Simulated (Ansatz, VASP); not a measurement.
# Ta2N in VASP and in Ansatz

File INCAR:

```
PREC = Accurate ; ENCUT = 520
EDIFF = 1E-7 ; ISMEAR = 0
SIGMA = 0.15 ; LREAL = False
LASPH = True ; NELM = 60
ALGO = Normal ; ISIF = 2
LWAVE = False ; LCHARG = False
NBANDS = 20
```

KPOINTS

```
regular mesh
0
Gamma
  18 18 10
```

The input POSCAR:

```
Ta2N
1.0
    3.0614545827      0.0000000000      0.0000000000
   -1.5307272914      2.6512974411      0.0000000000
    0.0000000000      0.0000000000      4.9160837688
Ta N
2 1
Direct
    0.6666666667      0.3333333333      0.7466885012
    0.3333333333      0.6666666667      0.2533114988
    0.0000000000      0.0000000000      0.0000000000
```

Input for Ansatz:

```yaml
crystal:
  lattice:
    - [3.0614545827, 0.0, 0.0]
    - [-1.5307272914, 2.6512974411, 0.0]
    - [0.0, 0.0, 4.9160837688]
  atoms:
    - { symbol: Ta, position: [0.6666666667, 0.3333333333, 0.7466885012] }
    - { symbol: Ta, position: [0.3333333333, 0.6666666667, 0.2533114988] }
    - { symbol: "N", position: [0.0, 0.0, 0.0] }
basis:
  ecutwfc: 520.0
kpoints:
  mp_grid: { grid: [18, 18, 10] }
hamiltonian:
  xc: lda
  pseudopotentials: { kind: paw, azcp: { folder: soft_1 } }
scf:
  occupations: { method: gaussian, width: 0.15 }
output:
  forces: true
  stress: true
  eigenvalues: true
```

Alike in both runs: task single point; functional LDA; k mesh 18 × 18 × 10; occupations gaussian, width 0.15 eV; no spin polarisation.

```csv
,VASP,Ansatz
version,VASP 6.6.1,Ansatz 0.2.0
potentials or method,"VASP PAW LDA potentials, release 64 (Ta_pv, N), cutoff 520 eV","scalar-relativistic, plane waves, PAW"
valence electrons in the cell,27,31
```

VASP gave:

```
gap on the k mesh at the Fermi level (eV)                     : none
pressure (GPa)                                                : -6.4
traceless stress, the component that is largest in VASP (GPa) : -3.75
rms of the force components (eV/Å)                            : 0.035
```

Problem. Which values does Ansatz return?

Solution. gap on the k mesh at the Fermi level (eV): none; pressure (GPa): -7.8; traceless stress, the component that is largest in VASP (GPa): -3.65; rms of the force components (eV/Å): 0.013.

Ansatz warns that its potentials were made for another functional, while VASP's fit it. LDA's correlation is that of Perdew and Zunger in VASP and of Perdew and Wang (1992) in Ansatz. Atom by atom the forces differ by 0.022 eV/Å (rms over components). A gap of «none» marks a metal or a gap that the smearing closes. VASP's potentials hold 27 valence electrons a cell and Ansatz's 31, so a difference there can come from the potentials and not from the codes.

Spin-orbit coupling is off throughout.
